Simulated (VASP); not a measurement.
# MgH2 (P6_3mc) in VASP: single point with PBE

Aim: the single point of MgH2 with PBE.

Program: VASP 6.6.1. These are calculated values, not measurements. Logs are shortened: lines on timing, memory, paths and dates and some standing lists are left out, and cuts for length are marked.

## 1. The cell of the first run

The structure is hexagonal, space group P6_3mc (No. 186). The conventional cell has a = 3.021 Å, b = 3.021 Å, c = 9.206 Å, α = 90.00°, β = 90.00°, γ = 120.00°. Mg (site symmetry 3m) has 6 H at 1.97 to 1.98 Å within 2.6 Å. Within 2.6 Å of H (site symmetry 3m) lie 3 Mg at 1.98 Å and 3 H at 2.54 Å. Within 2.6 Å of H (site symmetry 3m) lie 3 Mg at 1.97 Å and 3 H at 2.54 Å.

## 2. Single point, PBE

Input file INCAR:

```
ALGO = Normal
EDIFF = 1E-6
ENCUT = 600
GGA = PE
GGA_COMPAT = False
ISIF = 2
ISMEAR = 0
LASPH = True
LCHARG = False
LREAL = False
LWAVE = False
NBANDS = 13
NELM = 120
PREC = Accurate
SIGMA = 0.15
```

Input file KPOINTS:

```
k-points
0
Gamma
  4 4 2
```

Input file POSCAR:

```
MgH2
1.0
    3.0213379991      0.0000000027      0.0000000000
   -1.5106690019      2.6165554593      0.0000000000
    0.0000000000      0.0000000000      9.2059749540
Mg H
2 4
Direct
    0.3333333333      0.6666666667      0.2991159313
    0.6666666667      0.3333333333      0.7991159313
    0.3333333333      0.6666666667      0.6984763528
    0.6666666667      0.3333333333      0.1984763528
    0.0000000000      0.0000000000     -0.1005832741
    0.0000000000      0.0000000000      0.3994167259
```

Potentials or basis: VASP PAW PBE potentials, release 64 (Mg, H).

Launch:

```console
$ cat potpaw_PBE.64/Mg/POTCAR potpaw_PBE.64/H/POTCAR > POTCAR
$ mpirun -np 1 vasp_std > vasp.out
```

OUTCAR:

```text
EDIFF = 1E-6
   ENCUT = 600
   GGA = PE
   ISIF = 2
   ISMEAR = 0
   LASPH = True
   LREAL = False
   NELM = 120
   PREC = Accurate

 ion  position               nearest neighbor table
   1  0.333  0.667  0.299-   6 1.97   6 1.97   6 1.97   4 1.98   4 1.98   4 1.98
   2  0.667  0.333  0.799-   5 1.97   5 1.97   5 1.97   3 1.98   3 1.98   3 1.98
   3  0.333  0.667  0.698-   2 1.98   2 1.98   2 1.98
   4  0.667  0.333  0.198-   1 1.98   1 1.98   1 1.98
   5  0.000  0.000  0.899-   2 1.97   2 1.97   2 1.97
   6  0.000  0.000  0.399-   1 1.97   1 1.97   1 1.97

  LATTYP: Found a hexagonal cell.
 ALAT       =     3.0213379991
 C/A-ratio  =     3.0469861223

  Lattice vectors:

 A1 = (   3.0213379991,   0.0000000027,   0.0000000000)
 A2 = (  -1.5106690019,   2.6165554593,   0.0000000000)
 A3 = (   0.0000000000,   0.0000000000,   9.2059749540)

Analysis of symmetry for initial positions (statically):
=====================================================================
 Subroutine PRICEL returns:
 Original cell was already a primitive cell.

 Routine SETGRP: Setting up the symmetry group for a
 hexagonal supercell.

 Subroutine GETGRP returns: Found 12 space group operations
 (whereof  6 operations were pure point group operations)
 out of a pool of 24 trial point group operations.

The static configuration has the point symmetry C_3v.
 The point group associated with its full space group is C_6v.

Analysis of symmetry for dynamics (positions and initial velocities):
=====================================================================
 Subroutine PRICEL returns:
 Original cell was already a primitive cell.

 Routine SETGRP: Setting up the symmetry group for a
 hexagonal supercell.

 Subroutine GETGRP returns: Found 12 space group operations
 (whereof  6 operations were pure point group operations)
 out of a pool of 24 trial point group operations.

The dynamic configuration has the point symmetry C_3v.
 The point group associated with its full space group is C_6v.

 Subroutine INISYM returns: Found 12 space group operations
 (whereof  6 operations are pure point group operations),
 and found     1 'primitive' translations

----------------------------------------------------------------------------------------

[... 95 lines left out ...]
   NUPDOWN=      -1.0000    fix difference up-down
   EMIN   =  10.00;   EMAX   =-10.00  energy-range for DOS
   EFERMI =   0.00;   METHOD = LEGACY
   ISMEAR =     0;   SIGMA  =   0.15  broadening in eV -4-tet -1-fermi 0-gaus
   EFERMI_NEDOS =   21; number of points for ismear=-14 and -15
   IALGO  =     38    algorithm
   IMIX   =      4    mixing-type and parameters
     AMIX     =   0.40;   BMIX     =  1.00
     AMIX_MAG =   1.60;   BMIX_MAG =  1.00
  volume/ion in A,a.u.               =      12.13        81.85
  Fermi-wavevector in a.u.,A,eV,Ry     =   0.784221  1.481963  8.367618  0.615003
  Thomas-Fermi vector in A             =   1.888309
   LORBIT       =      0    0 simple, 1 ext, 2 COOP (PROOUT), +10 PAW based schemes
   GGA     = PE    functional components
   LHFCALC =     F    Hartree Fock is set to
   AEXX    =    0.0000 exact exchange contribution
   IVDW    =     0    specifies the selected vdW correction
   LEPSILON=     F    determine dielectric tensor
   LRPA    =     F    only Hartree local field effects (RPA)
 non-spin polarized calculation
 Gauss-broadening in eV      SIGMA  =   0.15
  energy-cutoff  :      600.00
  volume of cell :       72.78
 maximum number of plane-waves:      2448
   NGX = 13   NGY = 13   NGZ = 37

 number of electron       8.0000000 magnetization

 Free energy of the ion-electron system (eV)
  ---------------------------------------------------
  ext. energy  EPLUGINS =         0.00000000
  ---------------------------------------------------
  free energy    TOTEN  =       -17.31969801 eV

  energy without entropy =      -17.31969801  energy(sigma->0) =      -17.31969801

 E-fermi :  -1.0594     XC(G=0):  -7.5704

 val. band max:       -1.7452597223   @ k =   0.2500   0.0000   0.0000
 cond. band min:       2.6136828449   @ k =   0.5000   0.0000   0.0000
 fundamental gap:      4.3589425672
 Fermi energy:        -1.0594021200

 k-point     1 :       0.0000    0.0000    0.0000
  band No.  band energies     occupation
      1      -7.5589      2.00000
      2      -7.0972      2.00000
      3      -3.8352      2.00000
      4      -2.3178      2.00000
      5       3.7736      0.00000
      6       7.7438      0.00000
      7       9.6239      0.00000
      8      11.1408      0.00000
      9      12.9651      0.00000
     10      13.2026      0.00000
     11      13.3118      0.00000
     12      13.3127      0.00000
     13      13.4378      0.00000
[... 98 lines left out ...]
  band No.  band energies     occupation
      1      -4.0994      2.00000
      2      -4.0994      2.00000
      3      -1.8994      2.00000
      4      -1.8994      2.00000
      5       3.8516      0.00000
      6       3.8516      0.00000
      7       4.6892      0.00000
      8       4.6892      0.00000
      9       7.0408      0.00000
     10       7.0408      0.00000
     11       8.2712      0.00000
     12       8.2712      0.00000
     13      10.5394      0.00000

------------------------ aborting loop because EDIFF is reached ----------------------------------------

  FORCE on cell =-STRESS in cart. coord.  units (eV):
  Direction    XX          YY          ZZ          XY          YZ          ZX
  --------------------------------------------------------------------------------------
  -------------------------------------------------------------------------------------
  Total       -0.0592817     -0.0592817      0.1640509      0.0000000      0.0000000      0.0000000
  in kB       -1.3050641     -1.3050641      3.6115201      0.0000000      0.0000000      0.0000000
  external PRESSURE =       0.3337973 kB  Pullay stress =       0.0000000 kB

 VOLUME and BASIS-vectors are now :
 -----------------------------------------------------------------------------
  energy-cutoff  :      600.00
  volume of cell :       72.78
      direct lattice vectors                 reciprocal lattice vectors
     3.021337999  0.000000003  0.000000000     0.330979189  0.191090924  0.000000000
    -1.510669002  2.616555459  0.000000000    -0.000000000  0.382181847  0.000000000
     0.000000000  0.000000000  9.205974954     0.000000000  0.000000000  0.108625105

 POSITION                                       TOTAL-FORCE (eV/Angst)
 -----------------------------------------------------------------------------------
     -0.00000      1.74437      2.75365         0.000000     -0.000000      0.003210
      1.51067      0.87219      7.35664        -0.000000     -0.000000      0.003210
     -0.00000      1.74437      6.43016        -0.000000      0.000000     -0.007529
      1.51067      0.87219      1.82717         0.000000     -0.000000     -0.007529
      0.00000      0.00000      8.28001        -0.000000     -0.000000      0.004319
      0.00000      0.00000      3.67702         0.000000     -0.000000      0.004319
 -----------------------------------------------------------------------------------
    total drift:                                0.000000     -0.000000      0.000112

  FREE ENERGIE OF THE ION-ELECTRON SYSTEM (eV)
  ---------------------------------------------------
  free  energy   TOTEN  =       -17.3196980051 eV

  energy  without entropy=      -17.3196980050  energy(sigma->0) =      -17.31969801
```

stdout:

```text
POSCAR found type information on POSCAR MgH
 POSCAR found :  2 types and       6 ions
 scaLAPACK will be used
 LDA part: xc-table for (Slater+PW92), standard interpolation
 POSCAR, INCAR and KPOINTS ok, starting setup
 FFT: planning ... GRIDC
 FFT: planning ... GRID_SOFT
 FFT: planning ... GRID
 WAVECAR not read
 entering main loop
```

Wall time 12 s (1 thread of Intel Xeon Platinum 8488C (Sapphire Rapids), shared host); peak memory 0.19 GiB.

Results:

| Item | Value |
| --- | --- |
| Free energy | -17.3197 eV |
| Pressure | 0.0 GPa |
| Largest force | 0.008 eV/Å |
| Band gap on the k mesh | 4.36 eV, indirect (least direct gap 4.87 eV) |

Forces in eV/Å, atoms in the order of the input:
```
Mg   0.000  0.000  0.003
Mg   0.000  0.000  0.003
H    0.000  0.000 -0.008
H    0.000  0.000 -0.008
H    0.000  0.000  0.004
H    0.000  0.000  0.004
```

Levels at points of the mesh, in eV from the valence-band top:
```tsv
k point	band 2	band 3	band 4	band 5	band 6	band 7
(0.00, 0.00, 0.00)	-5.35	-2.09	-0.57	5.52	9.49	11.37
(0.50, 0.00, 0.00)	-1.90	-0.77	-0.52	4.36	4.81	6.19
(0.00, 0.00, 0.50)	-5.61	-1.38	-1.38	7.10	7.10	12.67
(0.50, 0.00, 0.50)	-1.99	-0.65	-0.65	4.73	4.73	6.24
```

Caveat: the k points lie up to 0.60 Å⁻¹ apart. A hybrid or GW would open this gap; PBE tends to underestimate it.
